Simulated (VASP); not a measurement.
A run of VASP 6.6.1 is set up as follows.

File INCAR:

```
ALGO     = Normal         # electronic algorithm
EDIFF    = 1E-6           # SCF threshold, eV
ENCUT    = 520            # plane-wave cutoff, eV
GGA      = PE             # functional
ISIF     = 2              # what is computed and relaxed
ISMEAR   = 0              # smearing method
LASPH    = T              # aspherical terms in the spheres
LCHARG   = F              # write CHGCAR
LREAL    = F              # projectors in reciprocal space
LWAVE    = F              # write WAVECAR
NBANDS   = 29             # bands
NELM     = 60             # most SCF steps
PREC     = Accurate       # precision mode
SIGMA    = 0.05           # smearing width, eV
```

KPOINTS

```
k-points
0
Gamma
  6 6 6
```

The input POSCAR:

```
KZnF3
1.0
    3.8475000000      0.0000000000      0.0000000000
    0.0000000000      3.8475000000      0.0000000000
    0.0000000000      0.0000000000      3.8475000000
K Zn F
1 1 3
Direct
    0.0000000000      0.0000000000      0.0000000000
    0.5000000000      0.5000000000      0.5000000000
    0.5000000000      0.5000000000      0.0000000000
    0.0000000000      0.5000000000      0.5000000000
    0.5000000000      0.0000000000      0.5000000000
```

Potentials or basis: VASP PAW PBE potentials, release 64 (K_sv, Zn, F).

Launch:

```bash
$ cat potpaw_PBE.64/K_sv/POTCAR potpaw_PBE.64/Zn/POTCAR potpaw_PBE.64/F/POTCAR > POTCAR
$ mpirun -np 1 vasp_std > vasp.out
```

(1) Predict the band gap on the k mesh.

(2) Predict the pressure.

Answers

(1) 4.21 eV, indirect (least direct gap 7.05 eV).

(2) 25.1 GPa.

Caveat: the cell differs from its parent crystal (strain -0.050 along x and y, -0.050 along z).
